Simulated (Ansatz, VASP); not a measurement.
Sn: VASP beside Ansatz

```
Sn
1.0
     3.43317    0.00000    0.00000
    -1.71659    2.97321    0.00000
     0.00000    0.00000    5.43239
Sn
2
Direct
  0.33333 0.66667 0.25000
  0.66667 0.33333 0.75000
```

Alike in both runs: functional PBE; k mesh 13 × 13 × 7; occupations fermi-dirac, width 0.05 eV; no spin polarisation.

Ansatz relaxed the structure, and its values are those at the end. VASP's run is a single point on that final structure, the one shown.

|  | VASP | Ansatz |
| --- | --- | --- |
| version | VASP 6.6.1 | Ansatz 0.2.0 |
| potentials or method | VASP PAW PBE potentials, release 64 (Sn_d) | PAW with Ansatz's default frozen-core files, scalar-relativistic |
| plane-wave cutoff (eV) | 520 | 420 |
| valence electrons in the cell | 28 | 28 |

|  | VASP | Ansatz | Ansatz less VASP |
| --- | --- | --- | --- |
| pressure (GPa) | -0.1 | 0.0 | +0.08 |

With one functional, cell and mesh, what is left measures potentials, basis and numerics.
